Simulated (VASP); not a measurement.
Wanted: the native input for a VASP 6.6.1 run.

* Task: single point
* Functional: PBEsol
* Potentials or basis: VASP PAW PBE potentials, release 64 (Br, S, Ca_sv)
* Cutoff: 520 eV
* k mesh: 2 × 2 × 1
* Occupations: fermi-dirac, width 0.05 eV
* Spin: collinear spin
* Starting moments: [0.091, 0.091, 0.091, 0.091, 0.091, 0.091, 0.0, 0.0, 0.091, 0.091, 0.091, 0.091, 0.091, 0.0, 0.0] μB
* Dipole correction: no
* Further INCAR settings: LREAL = Auto; ALGO = Normal; EDIFF = 1e-06; NBANDS = 76

The structure of Ca7S7Br (a cell with a defect) lies in POSCAR:

```
Ca7S7Br
1.0
    0.0000000000      5.6332190000      5.6332190000
    5.6332190000      0.0000000000      5.6332190000
    5.6332190000      5.6332190000      0.0000000000
Br S Ca
1 7 7
Direct
    0.7550450000      0.2482500000      0.2480370000
    0.2496580000      0.7470470000      0.7523790000
    0.2459220000      0.7577720000      0.2440160000
    0.7504610000      0.2497920000      0.7436230000
    0.2482700000      0.2518840000      0.7472410000
    0.7541920000      0.7457980000      0.2499860000
    0.2488050000      0.2456670000      0.2514510000
    0.7544050000      0.7455440000      0.7487530000
    0.5043370000      0.5010130000      0.5030690000
    0.0024620000      0.9989250000      0.5003570000
    0.4986560000      0.5018830000      0.9979380000
    0.0003900000      0.4995740000      0.0009040000
    0.5038230000      0.0054440000      0.4988950000
    0.4982910000      0.0011310000      0.9951050000
    0.0020800000      0.5055380000      0.4946370000
```

The input as run:

INCAR

```
SYSTEM = Ca7S7Br
PREC = Accurate
ENCUT = 520
EDIFF = 1E-6
ISMEAR = -1
SIGMA = 0.05
LREAL = Auto
LASPH = .True.
NELM = 150
ALGO = Normal
ISIF = 2
LWAVE = .False.
LCHARG = .False.
ISPIN = 2
MAGMOM = 0.091 0.091 0.091 0.091 0.091 0.091 0 0 0.091 0.091 0.091 0.091 0.091 0 0
LORBIT = 11
GGA = PS
NBANDS = 76
```

KPOINTS

```
Automatic mesh
0
Gamma
  2 2 1
  0 0 0
```

Potentials or basis: VASP PAW PBE potentials, release 64 (Br, S, Ca_sv).

The run is started by

```bash
$ cat potpaw_PBE.64/Br/POTCAR potpaw_PBE.64/S/POTCAR potpaw_PBE.64/Ca_sv/POTCAR > POTCAR
$ mpirun -np 1 vasp_std > vasp.out
```

It gave:

* Pressure: 0.6 GPa
* Largest force: 1.298 eV/Å
* Net moment: 0.00 μB per cell
* Valence electrons inside the program's atomic spheres: Br 4.96; S 3.73, 3.77 (each value once); Ca 8.18, 8.16, 8.14, 8.15 (each value once)

Caveat: the k points lie up to 0.79 Å⁻¹ apart; the PAW data sets were made with another functional, which shifts forces and pressure a little.

It took 11 min on 1 thread of Intel Xeon 8259CL (shared host), peak memory 0.71 GiB.
